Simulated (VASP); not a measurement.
# Mg4HO8 (a cell with a defect) in VASP: notebook

Mg4HO8 (a cell with a defect) is run at these levels: LDA; tasks: single point.

Everything below comes from runs of VASP 6.6.1. Logs are shortened: lines on timing, memory, paths and dates and some standing lists are left out, and cuts for length are marked.

## (1) The cell of the first run

The cell holds a defect, 13 atoms: a = 4.968 Å, b = 4.968 Å, c = 4.968 Å, α = 77.69°, β = 77.69°, γ = 77.69°.

## (2) Single point, LDA

File INCAR:

```
PREC = Accurate
ENCUT = 520
EDIFF = 1E-6
ISMEAR = 0
SIGMA = 0.05
LREAL = F
LASPH = T
NELM = 80
ALGO = Normal
ISIF = 2
LWAVE = F
LCHARG = F
NBANDS = 40
NELECT = 56.0
```

File KPOINTS:

```
Automatic mesh
0
Gamma
  6 6 6
```

File POSCAR:

```
Mg4HO8
1.0
   -3.1159510607     -1.7989951837      3.4255732540
    3.1159510607     -1.7989951837      3.4255732540
    0.0000000000      3.5979903674      3.4255732540
Mg O H
4 8 1
Direct
    0.0000000000      0.0000000000      0.0000000000
    0.5000000000      0.5000000000      0.0000000000
    0.5000000000      0.0000000000      0.5000000000
    0.0000000000      0.5000000000      0.5000000000
    0.4294242759      0.4294242759      0.4294242759
    0.9294242759      0.9294242759      0.4294242759
    0.9294242759      0.4294242759      0.9294242759
    0.4294242759      0.9294242759      0.9294242759
    0.5705757241      0.5705757241      0.5705757241
    0.0705757241      0.0705757241      0.5705757241
    0.0705757241      0.5705757241      0.0705757241
    0.5705757241      0.0705757241      0.0705757241
    1.0000207325      1.0416873991      0.4583540658
```

Potentials or basis: VASP PAW LDA potentials, release 64 (Mg, O, H).

The run is started by

```bash
$ cat potpaw_LDA.64/Mg/POTCAR potpaw_LDA.64/O/POTCAR potpaw_LDA.64/H/POTCAR > POTCAR
$ mpirun -np 1 vasp_std > vasp.out
```

OUTCAR:

```text
PREC = Accurate
   ENCUT = 520
   EDIFF = 1E-6
   ISMEAR = 0
   LREAL = F
   LASPH = T
   NELM = 80
   ISIF = 2
   NELECT = 56.0

 ion  position               nearest neighbor table
   1  0.000  0.000  0.000-   7 2.05   8 2.05  11 2.05  12 2.05   6 2.05  10 2.05   2 3.12   2 3.12
                             3 3.12   4 3.12   4 3.12   3 3.12
   2  0.500  0.500  0.000-   7 2.05   8 2.05  11 2.05  12 2.05   5 2.05   9 2.05   1 3.12   1 3.12
                             3 3.12   3 3.12   4 3.12   4 3.12
   3  0.500  0.000  0.500-   5 2.05   6 2.05   9 2.05  10 2.05   8 2.05  12 2.05   4 3.12   4 3.12
                             2 3.12   1 3.12   1 3.12   2 3.12
   4  0.000  0.500  0.500-   5 2.05   6 2.05   9 2.05  10 2.05   7 2.05  11 2.05   3 3.12   3 3.12
                             1 3.12   1 3.12   2 3.12   2 3.12
   5  0.429  0.429  0.429-   9 1.45   4 2.05   3 2.05   2 2.05
   6  0.929  0.929  0.429-  13 0.77  10 1.45   3 2.05   4 2.05   1 2.05
   7  0.929  0.429  0.929-  11 1.45   2 2.05   1 2.05   4 2.05
   8  0.429  0.929  0.929-  12 1.45   2 2.05   1 2.05   3 2.05
   9  0.571  0.571  0.571-   5 1.45   4 2.05   3 2.05   2 2.05
  10  0.071  0.071  0.571-  13 0.77   6 1.45   3 2.05   4 2.05   1 2.05
  11  0.071  0.571  0.071-   7 1.45   2 2.05   1 2.05   4 2.05
  12  0.571  0.071  0.071-   8 1.45   2 2.05   1 2.05   3 2.05
  13  0.000  0.042  0.458-  10 0.77   6 0.77

  LATTYP: Found a trigonal (rhomboedric) cell.
 ALAT       =     4.9679056757
 COS(alpha) =     0.2131996058

  Lattice vectors:

 A1 = (  -3.1159510607,  -1.7989951837,   3.4255732540)
 A2 = (   3.1159510607,  -1.7989951837,   3.4255732540)
 A3 = (   0.0000000000,   3.5979903674,   3.4255732540)

Analysis of symmetry for initial positions (statically):
=====================================================================
 Subroutine PRICEL returns:
 Original cell was already a primitive cell.

 Routine SETGRP: Setting up the symmetry group for a
 trigonal (rhombohedral) supercell.

 Subroutine GETGRP returns: Found  1 space group operations
 (whereof  1 operations were pure point group operations)
 out of a pool of 12 trial point group operations.

The static configuration has the point symmetry C_1 .

Analysis of symmetry for dynamics (positions and initial velocities):
=====================================================================
 Subroutine PRICEL returns:
 Original cell was already a primitive cell.

 Routine SETGRP: Setting up the symmetry group for a
 trigonal (rhombohedral) supercell.

 Subroutine GETGRP returns: Found  1 space group operations
 (whereof  1 operations were pure point group operations)
 out of a pool of 12 trial point group operations.

The dynamic configuration has the point symmetry C_1 .

 Subroutine INISYM returns: Found  1 space group operations
 (whereof  1 operations are pure point group operations),
 and found     1 'primitive' translations

----------------------------------------------------------------------------------------

                                     Primitive cell

  volume of cell :     115.2140

  direct lattice vectors                    reciprocal lattice vectors
    -3.115951061 -1.798995184  3.425573254    -0.160464651 -0.092644310  0.097307314
     3.115951061 -1.798995184  3.425573254     0.160464651 -0.092644310  0.097307314
     0.000000000  3.597990367  3.425573254     0.000000000  0.185288619  0.097307314

  length of vectors
     4.967905676  4.967905676  4.967905676     0.209285895  0.209285895  0.209285895

  position of ions in fractional coordinates (direct lattice)
     0.000000000  0.000000000  0.000000000
     0.500000000  0.500000000  0.000000000
     0.500000000  1.000000000  0.500000000
     1.000000000  0.500000000  0.500000000
     0.429424276  0.429424276  0.429424276
     0.929424276  0.929424276  0.429424276
     0.929424276  0.429424276  0.929424276
     0.429424276  0.929424276  0.929424276
     0.570575724  0.570575724  0.570575724
     0.070575724  0.070575724  0.570575724
     0.070575724  0.570575724  0.070575724
     0.570575724  0.070575724  0.070575724
     0.000020732  0.041687399  0.458354066

  ion indices of the primitive-cell ions
   primitive index   ion index
                 1           1
                 2           2
                 3           3
                 4           4
                 5           5
                 6           6
                 7           7
                 8           8
                 9           9
                10          10
                11          11
                12          12
                13          13

----------------------------------------------------------------------------------------

 KPOINTS: Automatic mesh

Automatic generation of k-mesh.
 Grid dimensions read from file:
 generate k-points for:    6    6    6

 Generating k-lattice:

  Cartesian coordinates                     Fractional coordinates (reciprocal lattice)
    -0.026744109 -0.015440718  0.016217886     0.166666667 -0.000000000  0.000000000
     0.026744109 -0.015440718  0.016217886    -0.000000000  0.166666667  0.000000000
     0.000000000  0.030881437  0.016217886     0.000000000  0.000000000  0.166666667

  Length of vectors
     0.034880982  0.034880982  0.034880982

  Shift w.r.t. Gamma in fractional coordinates (k-lattice)
     0.000000000  0.000000000  0.000000000

 Subroutine IBZKPT returns following result:
 ===========================================

 Found    112 irreducible k-points:

 Following reciprocal coordinates:
            Coordinates               Weight
  0.000000  0.000000  0.000000      1.000000
  0.166667 -0.000000  0.000000      2.000000
 -0.000000  0.166667  0.000000      2.000000
  0.000000  0.000000  0.166667      2.000000
  0.333333 -0.000000 -0.000000      2.000000
 -0.000000  0.333333 -0.000000      2.000000
[... 16 lines left out ...]
 -0.166667  0.500000  0.000000      2.000000
  0.166667 -0.000000  0.500000      2.000000
 [... further k-points ...]
   k-points           NKPTS =    112   k-points in BZ     NKDIM =    112   number of bands    NBANDS=     40
   number of dos      NEDOS =    301   number of ions     NIONS =     13
   total plane-waves  NPLWV =  64000
   dimension x,y,z NGX =    40 NGY =   40 NGZ =   40
   dimension x,y,z NGXF=    80 NGYF=   80 NGZF=   80
   ions per type =               4   8   1
   NGX,Y,Z   is equivalent  to a cutoff of  13.39, 13.39, 13.39 a.u.
   NGXF,Y,Z  is equivalent  to a cutoff of  26.77, 26.77, 26.77 a.u.
 SYSTEM =  unknown system
   PREC   = accura    normal or accurate (medium, high low for compatibility)
   ISTART =      0    job   : 0-new  1-cont  2-samecut
   ICHARG =      2    charge: 1-file 2-atom 10-const
   ISPIN  =      1    spin polarized calculation?
   LNONCOLLINEAR =      F non collinear calculations
   LSORBIT =      F    spin-orbit coupling
   LASPH  =      T    aspherical Exc in radial PAW
   ENCUT  =  520.0 eV  38.22 Ry    6.18 a.u.   9.24  9.24  9.24*2*pi/ulx,y,z
   NELM   =     80;   NELMIN=  2; NELMDL= -5     # of ELM steps
   EDIFF  = 0.1E-05   stopping-criterion for ELM
   LREAL  =      F    real-space projection
   EDIFFG = 0.1E-04   stopping-criterion for IOM
   NSW    =      0    number of steps for IOM
   IBRION =     -1    ionic relax: 0-MD 1-quasi-New 2-CG
   NFREE  =      0    steps in history (QN), initial steepest desc. (CG)
   ISIF   =      2    stress and relaxation
   ISYM   =      2    0-nonsym 1-usesym 2-fastsym
   POTIM  = 0.5000    time-step for ionic-motion
   TEBEG  =    0.0;   TEEND  =   0.0 temperature during run
   PSTRESS=    0.0 pullay stress
   NELECT =      56.0000    total number of electrons
   NUPDOWN=      -1.0000    fix difference up-down
   EMIN   =  10.00;   EMAX   =-10.00  energy-range for DOS
   EFERMI =   0.00;   METHOD = LEGACY
   ISMEAR =     0;   SIGMA  =   0.05  broadening in eV -4-tet -1-fermi 0-gaus
   EFERMI_NEDOS =   21; number of points for ismear=-14 and -15
   IALGO  =     38    algorithm
   IMIX   =      4    mixing-type and parameters
     AMIX     =   0.40;   BMIX     =  1.00
     AMIX_MAG =   1.60;   BMIX_MAG =  1.00
  volume/ion in A,a.u.               =       8.86        59.81
  Fermi-wavevector in a.u.,A,eV,Ry     =   1.287170  2.432398 22.542210  1.656806
  Thomas-Fermi vector in A             =   2.419200
   LORBIT       =      0    0 simple, 1 ext, 2 COOP (PROOUT), +10 PAW based schemes
   GGA     = CA    functional components
   LHFCALC =     F    Hartree Fock is set to
   AEXX    =    0.0000 exact exchange contribution
   IVDW    =     0    specifies the selected vdW correction
   LEPSILON=     F    determine dielectric tensor
   LRPA    =     F    only Hartree local field effects (RPA)
 non-spin polarized calculation
 Gauss-broadening in eV      SIGMA  =   0.05
  energy-cutoff  :      520.00
  volume of cell :      115.21
 maximum number of plane-waves:      3126
 NGX is ok and might be reduce to    40
   NGX = 19   NGY = 19   NGZ = 19

 number of electron      55.9999981 magnetization

 Free energy of the ion-electron system (eV)
  ---------------------------------------------------
  ext. energy  EPLUGINS =         0.00000000
  ---------------------------------------------------
  free energy    TOTEN  =       -70.57377262 eV

  energy without entropy =      -70.57377185  energy(sigma->0) =      -70.57377224

 E-fermi :   3.3742     XC(G=0): -11.1207

 val. band max:        3.2532103791   @ k =   0.0000   0.0000   0.0000
 cond. band min:       3.4950326032   @ k =   0.5000   0.5000   0.5000
 fundamental gap:      0.2418222241
 Fermi energy:         3.3742339179

 k-point     1 :       0.0000    0.0000    0.0000
  band No.  band energies     occupation
      1     -26.5913      2.00000
      2     -18.2232      2.00000
      3     -17.6968      2.00000
      4     -17.6842      2.00000
      5     -13.7884      2.00000
      6     -11.6439      2.00000
[... 32 lines left out ...]
     39      14.6580      0.00000
     40      15.5422      0.00000

 k-point     2 :       0.1667   -0.0000    0.0000
  band No.  band energies     occupation
      1     -26.5900      2.00000
      2     -18.1910      2.00000
      3     -17.7275      2.00000
      4     -17.6798      2.00000
      5     -13.7930      2.00000
      6     -11.6470      2.00000
[... 32 lines left out ...]
     39      14.4816      0.00000
     40      15.2393      0.00000

 k-point     3 :      -0.0000    0.1667    0.0000
  band No.  band energies     occupation
      1     -26.5900      2.00000
      2     -18.1917      2.00000
      3     -17.7183      2.00000
      4     -17.6884      2.00000
      5     -13.7931      2.00000
      6     -11.6549      2.00000
[... 32 lines left out ...]
     39      14.4745      0.00000
     40      15.2341      0.00000

 k-point     4 :       0.0000    0.0000    0.1667
  band No.  band energies     occupation
      1     -26.5900      2.00000
      2     -18.1917      2.00000
      3     -17.7184      2.00000
      4     -17.6883      2.00000
      5     -13.7931      2.00000
      6     -11.6548      2.00000
[... 32 lines left out ...]
     39      14.4745      0.00000
     40      15.2340      0.00000
[... 772 lines left out ...]
     39      14.0254      0.00000
     40      14.3963      0.00000

 k-point    23 :      -0.1667    0.5000    0.0000
  band No.  band energies     occupation
      1     -26.5846      2.00000
      2     -18.0212      2.00000
      3     -17.8510      2.00000
      4     -17.6964      2.00000
      5     -13.8279      2.00000
      6     -11.7765      2.00000
[... 32 lines left out ...]
     39      14.0202      0.00000
     40      14.3881      0.00000

 k-point    24 :       0.1667   -0.0000    0.5000
  band No.  band energies     occupation
      1     -26.5846      2.00000
      2     -18.0212      2.00000
      3     -17.8511      2.00000
      4     -17.6964      2.00000
      5     -13.8279      2.00000
      6     -11.7765      2.00000
[... 32 lines left out ...]
     39      14.0202      0.00000
     40      14.3882      0.00000

 [... further k-points ...]
[... 5 lines left out ...]
  --------------------------------------------------------------------------------------
  -------------------------------------------------------------------------------------
  Total       -5.6858090     -2.6409303     46.0094255     -2.6375556      0.1500774      0.2260141
  in kB      -79.0674454    -36.7250486    639.8118135    -36.6781199      2.0869922      3.1429749
  external PRESSURE =     174.6731065 kB  Pullay stress =       0.0000000 kB

 VOLUME and BASIS-vectors are now :
 -----------------------------------------------------------------------------
  energy-cutoff  :      520.00
  volume of cell :      115.21
      direct lattice vectors                 reciprocal lattice vectors
    -3.115951061 -1.798995184  3.425573254    -0.160464651 -0.092644310  0.097307314
     3.115951061 -1.798995184  3.425573254     0.160464651 -0.092644310  0.097307314
     0.000000000  3.597990367  3.425573254     0.000000000  0.185288619  0.097307314

 POSITION                                       TOTAL-FORCE (eV/Angst)
 -----------------------------------------------------------------------------------
      0.00000      0.00000      0.00000        -0.089735     -0.327372     -0.303869
      0.00000     -1.79900      3.42557         0.029256     -0.050705      0.000074
     -1.55798      0.89950      3.42557        -0.086424      0.149598      0.000181
      1.55798      0.89950      3.42557         0.328571     -0.085950      0.304357
      0.00000      0.00000      4.41307        -0.029846      0.053442     -0.113700
      0.00000     -1.79900      7.83865        -6.121286     10.713707    -37.089211
     -1.55798      0.89950      7.83865        -0.051520      0.050295     -0.038793
      1.55798      0.89950      7.83865        -0.000154      0.043279      0.030697
      0.00000      0.00000      5.86365        -0.037459      0.021768     -0.030761
      0.00000      1.79900      2.43807        -6.233188     10.684661     37.154692
      1.55798     -0.89950      2.43807        -0.017828      0.069895      0.038780
     -1.55798     -0.89950      2.43807        -0.031378      0.052660      0.113700
      0.12983      1.57412      1.71300        12.340990    -21.375277     -0.066147
 -----------------------------------------------------------------------------------
    total drift:                               -0.000032      0.000049      0.000018

  FREE ENERGIE OF THE ION-ELECTRON SYSTEM (eV)
  ---------------------------------------------------
  free  energy   TOTEN  =       -70.5737726191 eV

  energy  without entropy=      -70.5737718542  energy(sigma->0) =      -70.57377224
```

Wall time 5.1 min (1 thread of Intel Xeon Platinum 8559C (Emerald Rapids), shared host); peak memory 0.47 GiB.

Results:

* Free energy: -70.5738 eV
* Largest force: 39.160 eV/Å

Forces on the atoms (eV/Å):
```
Mg   -0.090  -0.327  -0.304
Mg    0.029  -0.051   0.000
Mg   -0.086   0.150   0.000
Mg    0.329  -0.086   0.304
O    -0.030   0.053  -0.114
O    -6.121  10.714 -37.089
O    -0.052   0.050  -0.039
O     0.000   0.043   0.031
O    -0.037   0.022  -0.031
O    -6.233  10.685  37.155
O    -0.018   0.070   0.039
O    -0.031   0.053   0.114
H    12.341 -21.375  -0.066
```

Caveat: the cell carries a net charge on a neutralising background, which shifts energy and pressure; the cell is charged against a uniform background, so pressure and absolute levels hang on convention.

## (3) Single point, LDA

File INCAR:

```
SYSTEM = Mg4HO8
  PREC = Accurate
  ENCUT = 520
  EDIFF = 1E-7
  ISMEAR = 0
  SIGMA = 0.05
  LREAL = .FALSE.
  LASPH = .TRUE.
  NELM = 80
  ALGO = Normal
  ISIF = 2
  LWAVE = .FALSE.
  LCHARG = .FALSE.
  GGA = CA
  NELECT = 56.0
  NBANDS = 40
```

File KPOINTS:

```
Automatic mesh
0
G
  6 6 6
  0 0 0
```

POSCAR: that of step 2 with these lines changed.

```diff
@@ -20,2 +20,2 @@
     0.5705757241      0.0705757241      0.0705757241
-    1.0000207325      1.0416873991      0.4583540658
+    1.0000207325      1.0833540658      0.4166873991
```

Potentials or basis: VASP PAW LDA potentials, release 64 (Mg, O, H).

The run is started by

```bash
$ cat potpaw_LDA.64/Mg/POTCAR potpaw_LDA.64/O/POTCAR potpaw_LDA.64/H/POTCAR > POTCAR
$ mpirun -np 1 vasp_std > vasp.out
```

Wall time 16 min (1 thread of Intel Xeon 8259CL, shared host); peak memory 0.48 GiB.

It converged, with:

```
Free energy   : -76.4140 eV
Largest force : 17.618 eV/Å
```

Forces in eV/Å, atoms in the order of the input:
```
Mg   -0.148  -0.461  -0.575
Mg    0.037  -0.064   0.000
Mg   -0.119   0.205   0.000
Mg    0.473  -0.103   0.576
O    -0.048   0.037  -0.287
O    -4.177   7.428 -15.398
O    -0.085   0.096  -0.226
O     0.019   0.057  -0.150
O    -0.059   0.012   0.149
O    -4.352   7.344  15.411
O    -0.040   0.122   0.226
O    -0.008   0.060   0.287
H     8.507 -14.734  -0.015
```

Levels at points of the mesh, in eV from the Fermi level:
```csv
k point,band 25,band 26,band 27,band 28,band 29,band 30,band 31,band 32
"(0.00, 0.00, 0.00)",-1.56,-0.60,-0.60,-0.33,0.75,3.64,3.64,4.01
"(0.50, 0.00, 0.00)",-1.38,-1.22,-0.77,-0.58,1.00,3.78,3.98,4.06
"(0.00, 0.50, 0.00)",-1.26,-1.19,-0.80,-0.61,1.00,3.77,3.97,4.11
"(0.00, 0.00, 0.50)",-1.26,-1.19,-0.80,-0.61,1.00,3.77,3.97,4.11
"(0.50, 0.50, 0.00)",-1.29,-1.19,-1.11,-0.80,0.95,3.44,4.02,4.48
"(0.50, 0.00, 0.50)",-1.29,-1.19,-1.11,-0.80,0.95,3.44,4.02,4.48
"(0.00, 0.50, 0.50)",-1.32,-1.29,-1.08,-0.77,0.96,3.44,4.02,4.49
"(0.50, 0.50, 0.50)",-1.45,-1.42,-0.40,-0.35,0.49,3.14,4.06,4.23
```

Caveat: the cell carries a net charge on a neutralising background, which shifts energy and pressure; the cell is charged against a uniform background, so pressure and absolute levels hang on convention.
